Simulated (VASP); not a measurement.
Sb: single point with PBE+D3(BJ)

Crystal: Sb.

```
CELL_PARAMETERS angstrom
2.04873 1.18283 3.34655
-2.04873 1.18283 3.34655
0.00000 -2.36567 3.34655
ATOMIC_POSITIONS crystal
Sb 0.25002 0.25002 0.25002
Sb 0.74998 0.74998 0.74998
```

This isn't the form of Sb at room conditions, which is rhombohedral.

- Program: VASP 6.6.1
- Task: single point
- Functional: PBE
- Dispersion: D3(BJ)
- Potentials or basis: VASP PAW PBE potentials, release 64 (Sb)
- Cutoff: 520 eV
- k mesh: 12 × 12 × 12
- Occupations: fermi-dirac, width 0.15 eV
- Spin: no spin polarisation

```json
{
 "Pressure": "15.2 GPa",
 "Band gap on the k mesh": "zero (bands 5 and 6 overlap by 1.25 eV)",
 "Dispersion energy per atom": "-0.589 eV"
}
```

Levels at points of the mesh, in eV from the Fermi level:
| k point | band 1 | band 2 | band 3 | band 4 | band 5 | band 6 | band 7 | band 8 | band 9 | band 10 |
| --- | --- | --- | --- | --- | --- | --- | --- | --- | --- | --- |
| (0.00, 0.00, 0.00) | -14.20 | -3.17 | -2.10 | -2.09 | -2.09 | 3.73 | 3.73 | 3.74 | 4.47 | 4.47 |
| (0.50, 0.00, 0.00) | -10.92 | -10.91 | -0.92 | -0.92 | -0.92 | -0.92 | 0.50 | 0.50 | 9.54 | 9.54 |
| (0.50, 0.50, 0.00) | -10.94 | -7.38 | -7.17 | -4.58 | -4.58 | 1.31 | 6.51 | 6.51 | 9.55 | 9.58 |
| (0.50, 0.50, 0.50) | -10.92 | -10.92 | -0.92 | -0.92 | -0.91 | -0.91 | 0.51 | 0.51 | 9.54 | 9.54 |

Wall time 2.3 min on 1 thread of Intel Xeon 8259CL, on a shared host, peak memory 0.25 GiB.

Caveat: the cell stands under pressure; spin-orbit coupling is left out, which moves the levels of the heavy elements.
